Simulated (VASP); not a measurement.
MgI2:

```
I Mg
1.0
     4.08405    0.00000    0.00000
    -2.04202    3.53689    0.00000
     0.00000    0.00000    6.78702
I Mg
2 1
Direct
  0.66667 0.33333 0.75000
  0.33333 0.66667 0.25000
  0.00000 0.00000 0.00000
```

This cell differs from its parent crystal: volume scaled by 0.96.

Base run:

```yaml
Program: VASP 6.6.1
Functional: PBEsol
Potentials_or_basis: VASP PAW PBE potentials, release 64 (I, Mg)
Cutoff: 520 eV
k_mesh: 8 × 8 × 4
Occupations: fermi-dirac, width 0.05 eV
Spin: no spin polarisation
```

Its results: band gap on the k mesh 3.45 eV, indirect (least direct gap 3.68 eV); pressure 0.4 GPa; largest force 0.119 eV/Å.

Task: The run is repeated on the same cell with these changes: functional from PBEsol to LDA; potentials or basis from VASP PAW PBE potentials, release 64 (I, Mg) to VASP PAW LDA potentials, release 64 (I, Mg). What comes out?

Result: Band gap on the k mesh 3.36 eV, indirect (least direct gap 3.55 eV); pressure -1.0 GPa; largest force 0.215 eV/Å.

Caveats: spin-orbit coupling is left out, which moves the levels of the heavy elements; the PAW data sets were made with another functional, which shifts forces and pressure a little (some runs); this functional lacks dispersion, which binds the layers, so the pressure and a relaxed spacing across them are unreliable (some runs).

A k mesh can miss the band edges.
